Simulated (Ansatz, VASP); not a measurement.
**FeSi: VASP beside Ansatz**

```xyz
8
Lattice="4.5313 0.0000 0.0000 0.0000 4.5313 0.0000 0.0000 0.0000 4.5313" Properties=species:S:1:pos:R:3 pbc="T T T"
Fe    0.5997    0.5997    0.5997
Fe    1.6659    3.9315    2.8653
Fe    2.8653    1.6659    3.9315
Fe    3.9315    2.8653    1.6659
Si    3.8021    3.8021    3.8021
Si    2.9947    0.7291    1.5365
Si    1.5365    2.9947    0.7291
Si    0.7291    1.5365    2.9947
```

Alike in both runs: functional r2SCAN; k mesh 8 × 8 × 8; occupations gaussian, width 0.02 eV; no spin polarisation.

Ansatz relaxed the structure, and its values are those at the end. VASP's run is a single point on that final structure, the one shown.

|  | VASP | Ansatz |
| --- | --- | --- |
| version | VASP 6.6.1 | Ansatz 0.2.0 |
| potentials or method | VASP PAW PBE potentials, release 64 (Fe, Si), cutoff 520 eV | scalar-relativistic, plane waves, PAW |
| valence electrons in the cell | 48 | 80 |

```csv
,VASP,Ansatz,Ansatz less VASP
gap on the k mesh at the Fermi level (eV),0.34,0.35,+0.013
least direct gap on the mesh (eV),0.34,0.36,+0.013
pressure (GPa),-16.7,-17.0,-0.30
rms of the force components (eV/Å),0.011,0.001,-0.0096
```

VASP's potentials were made for PBE, not for r2SCAN. VASP's potentials hold 48 valence electrons a cell and Ansatz's 80, so a difference there can come from the potentials and not from the codes. Ansatz's warnings: stress scf threshold loose.
